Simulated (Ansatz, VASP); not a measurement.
**Al in VASP and in Ansatz**

```
Al
1.0
     0.00000    2.02481    2.02481
     2.02481    0.00000    2.02481
     2.02481    2.02481    0.00000
Al
1
Direct
  0.00000 0.00000 0.00000
```

Alike in both runs: task relaxation of cell and atoms; functional BLYP; dispersion D4; k mesh 11 × 11 × 11; occupations fermi-dirac, width 0.05 eV; no spin polarisation.

```csv
,VASP,Ansatz
version,VASP 6.6.1,Ansatz 0.2.0
potentials or method,"VASP PAW PBE potentials, release 64 (Al), cutoff 600 eV","all-electron LAPW, scalar-relativistic"
```

|  | VASP | Ansatz | Ansatz less VASP |
| --- | --- | --- | --- |
| relaxed volume (Å³/atom) | 15.84 | 15.84 | 0.000 |
| relaxed cell length with the largest relative difference (Å) | 2.819 | 2.819 | 0.0000 |

VASP's potentials were made for PBE, not for BLYP. Ansatz ran all-electron here, and VASP with PAW potentials.
